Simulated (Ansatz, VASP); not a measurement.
**Two plane-wave programs on Nb**

```
Nb
1.0
    -1.62383    1.62383    1.62383
     1.62383   -1.62383    1.62383
     1.62383    1.62383   -1.62383
Nb
1
Direct
  0.00000 0.00000 0.00000
```

Alike in both runs: functional LDA; k mesh 18 × 18 × 18; occupations gaussian, width 0.1 eV; no spin polarisation.

Ansatz relaxed the structure, and its values are those at the end. VASP's run is a single point on that final structure, the one shown.

|  | VASP | Ansatz |
| --- | --- | --- |
| version | VASP 6.6.1 | Ansatz 0.2.0 |
| potentials or method | VASP PAW LDA potentials, release 64 (Nb_sv), cutoff 500 eV | scalar-relativistic, plane waves, PAW |
| valence electrons in the cell | 13 | 13 |

|  | VASP | Ansatz | Ansatz less VASP |
| --- | --- | --- | --- |
| gap on the k mesh at the Fermi level (eV) | none | none | - |
| pressure (GPa) | -0.2 | 0.0 | +0.21 |

LDA's correlation is that of Perdew and Zunger in VASP and of Perdew and Wang (1992) in Ansatz. A gap of «none» marks a metal or a gap that the smearing closes.
